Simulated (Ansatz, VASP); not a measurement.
CdS in VASP and in Ansatz

```
CELL_PARAMETERS angstrom
4.40853 0.00000 0.00000
-2.20426 3.81790 0.00000
0.00000 0.00000 5.74812
ATOMIC_POSITIONS crystal
Cd 0.33333 0.66667 0.25000
Cd 0.66667 0.33333 0.75000
S 0.66667 0.33333 0.25000
S 0.33333 0.66667 0.75000
```

Alike in both runs: task single point; functional PBE; k mesh 6 × 6 × 4; no spin polarisation.

|  | VASP | Ansatz |
| --- | --- | --- |
| version | VASP 6.6.1 | Ansatz 0.2.0 |
| potentials or method | VASP PAW PBE potentials, release 64 (Cd, S) | plane waves, PAW |
| plane-wave cutoff (eV) | 520 | 420 |
| occupations | gaussian, width 0.01 eV | fixed |
| valence electrons in the cell | 36 | 52 |

```csv
,VASP,Ansatz,Ansatz less VASP
gap on the k mesh at the Fermi level (eV),0.99,1.00,+0.010
pressure (GPa),1.8,1.4,-0.35
"traceless stress, the component that is largest in VASP (GPa)",-0.08,0.02,+0.096
```

VASP's potentials hold 36 valence electrons a cell and Ansatz's 52, so a difference there can come from the potentials and not from the codes.
